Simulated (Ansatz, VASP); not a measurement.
**CdSe: VASP beside Ansatz**

```
Cd Se
1.0
     4.32249    0.00000    0.00000
    -2.16124    3.74338    0.00000
     0.00000    0.00000    7.05766
Cd Se
2 2
Direct
  0.33333 0.66667 0.00470
  0.66667 0.33333 0.50470
  0.33333 0.66667 0.38030
  0.66667 0.33333 0.88030
```

Alike in both runs: functional PBEsol; k mesh 6 × 6 × 4; no spin polarisation.

Ansatz relaxed the structure, and its values are those at the end. VASP's run is a single point on that final structure, the one shown.

|  | VASP | Ansatz |
| --- | --- | --- |
| version | VASP 6.6.1 | Ansatz 0.2.0 |
| potentials or method | VASP PAW PBE potentials, release 64 (Cd, Se), cutoff 520 eV | all-electron LAPW, scalar-relativistic |
| occupations | gaussian, width 0.01 eV | fixed |

|  | VASP | Ansatz | Ansatz less VASP |
| --- | --- | --- | --- |
| gap on the k mesh at the Fermi level (eV) | 0.51 | 0.51 | 0.000 |
| pressure (GPa) | -0.4 | -0.7 | -0.30 |

VASP's potentials were made for PBE, not for PBEsol. Ansatz ran all-electron here, and VASP with PAW potentials.
